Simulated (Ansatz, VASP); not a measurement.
## Two plane-wave programs on NaC3

File INCAR:

```
SYSTEM = NaC3
PREC = Accurate ; ENCUT = 600
EDIFF = 1E-6 ; ISMEAR = 0
SIGMA = 0.1 ; LREAL = .FALSE.
LASPH = .TRUE. ; NELM = 100
ALGO = Normal ; ISIF = 3
LWAVE = .FALSE. ; LCHARG = .FALSE.
GGA = PE ; IBRION = 2
NSW = 100 ; EDIFFG = -0.01
```

Contents of KPOINTS:

```
regular mesh
0
G
  12 12 8
  0 0 0
```

File POSCAR:

```
NaC3
1.0
    4.3757327296      0.0000000000      0.0000000000
   -2.1878663648      3.7894957040      0.0000000000
    0.0000000000      0.0000000000      4.9604847988
Na C
2 6
Direct
    0.3333333333      0.6666666667      0.5000000000
    0.6666666667      0.3333333333      0.5000000000
    0.0000000000      0.6669045618      0.0000000000
    0.6669045618      0.0000000000      0.0000000000
    0.3330954382      0.3330954382      0.0000000000
    0.6669045618      0.6669045618      0.0000000000
    0.3330954382      0.0000000000      0.0000000000
    0.0000000000      0.3330954382      0.0000000000
```

Input for Ansatz:

```yaml
crystal:
  lattice:
    - [4.3757327296, 0.0, 0.0]
    - [-2.1878663648, 3.789495704, 0.0]
    - [0.0, 0.0, 4.9604847988]
  atoms:
    - { symbol: Na, position: [0.3333333333, 0.6666666667, 0.5] }
    - { symbol: Na, position: [0.6666666667, 0.3333333333, 0.5] }
    - { symbol: C, position: [0.0, 0.6669045618, 0.0] }
    - { symbol: C, position: [0.6669045618, 0.0, 0.0] }
    - { symbol: C, position: [0.3330954382, 0.3330954382, 0.0] }
    - { symbol: C, position: [0.6669045618, 0.6669045618, 0.0] }
    - { symbol: C, position: [0.3330954382, 0.0, 0.0] }
    - { symbol: C, position: [0.0, 0.3330954382, 0.0] }
basis:
  ecutwfc: 420
kpoints:
  mp_grid: { grid: [12, 12, 8] }
hamiltonian:
  xc: pbe
scf:
  occupations: { method: gaussian, width: 0.1 }
output:
  forces: true
  stress: true
  eigenvalues: true
  write_density: true
  write_potential: true
  elf: true
  volumetric_format: npy
relax:
  adjacent_minimum: "off"
  f_tol: 0.01
  max_steps: 80
  cell: { stress_tol: 0.05 }
```

Alike in both runs: task relaxation of cell and atoms; functional PBE; k mesh 12 × 12 × 8; occupations gaussian, width 0.1 eV; no spin polarisation.

|  | VASP | Ansatz |
| --- | --- | --- |
| version | VASP 6.6.1 | Ansatz 0.2.0 |
| potentials or method | VASP PAW PBE potentials, release 64 (Na_pv, C), cutoff 600 eV | scalar-relativistic, plane waves, PAW |
| valence electrons in the cell | 38 | 42 |

VASP gave:

| Item | Value |
| --- | --- |
| gap on the k mesh at the Fermi level, each at its own relaxed structure (eV) | none |
| relaxed volume (Å³/atom) | 10.06 |
| relaxed length of the cell vector where the two differ most in proportion (Å) | 4.838 |

**Question.** What did Ansatz give for the same quantities?

**Answer.** gap on the k mesh at the Fermi level, each at its own relaxed structure (eV): none; relaxed volume (Å³/atom): 10.24; relaxed length of the cell vector where the two differ most in proportion (Å): 4.939.

A gap of «none» marks a metal or a gap that the smearing closes. VASP's potentials hold 38 valence electrons a cell and Ansatz's 42, so a difference there can come from the potentials and not from the codes.
